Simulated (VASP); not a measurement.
A run of VASP 6.6.1 is set up as follows.

The input INCAR:

```
SYSTEM = Ni2B2Se3N3
PREC     = Accurate       ! precision mode
ENCUT    = 520            ! plane-wave cutoff, eV
EDIFF    = 1E-6           ! SCF threshold, eV
ISMEAR   = -1             ! smearing method
SIGMA    = 0.1            ! smearing width, eV
LREAL    = .False.        ! projectors in reciprocal space
LASPH    = .True.         ! aspherical terms in the spheres
NELM     = 80             ! most SCF steps
ALGO     = Normal         ! electronic algorithm
ISIF     = 2              ! what is computed and relaxed
LWAVE    = .False.        ! write WAVECAR
LCHARG   = .True.         ! write CHGCAR
GGA      = PE             ! functional
LELF     = .True.         ! ELF
LVHAR    = .True.       
NBANDS   = 40             ! bands
```

Contents of KPOINTS:

```
Automatic mesh
0
Gamma
  8 8 8
  0 0 0
```

File POSCAR:

```
Ni2B2Se3N3
1.0
    0.0000000000      3.5958740000      0.0000000000
    3.5958740000      0.0000000000      0.0000000000
    1.7979370000      1.7979370000     -9.9128790000
Se Ni N B
3 2 3 2
Direct
    0.3705400000      0.3705400000      0.2589200000
    0.6294600000      0.6294600000      0.7410800000
    0.0000000000      0.0000000000      0.0000000000
    0.2500000000      0.7500000000      0.5000000000
    0.7500000000      0.2500000000      0.5000000000
    0.1242000000      0.1242000000      0.7516000000
    0.8758000000      0.8758000000      0.2484000000
    0.5000000000      0.5000000000      0.0000000000
    0.1937000000      0.1937000000      0.6126000000
    0.8063000000      0.8063000000      0.3874000000
```

Potentials or basis: VASP PAW PBE potentials, release 64 (Se, Ni, N, B).

The run is started by

```console
$ cat potpaw_PBE.64/Se/POTCAR potpaw_PBE.64/Ni/POTCAR potpaw_PBE.64/N/POTCAR potpaw_PBE.64/B/POTCAR > POTCAR
$ mpirun -np 1 vasp_std > vasp.out
```

Predict the band gap on the k mesh.

zero (an odd number of electrons rules out a gap without spin polarisation).

Estimate the pressure.

-5.6 GPa.

Estimate the largest force.

2.175 eV/Å.

Stress tensor (GPa, compression positive):
```
-6.83  0.00  0.00
 0.00 -6.83  0.00
 0.00  0.00 -3.06
```

Caveat: the cell stands under tension; the run has no spin polarisation, though such a crystal can be magnetic; forces of over 1 eV/Å act on the atoms, so gaps and moduli don't describe the material at rest. With open d or f shells a metallic result of PBE can be an artefact of self-interaction; +U or a hybrid may open a gap.
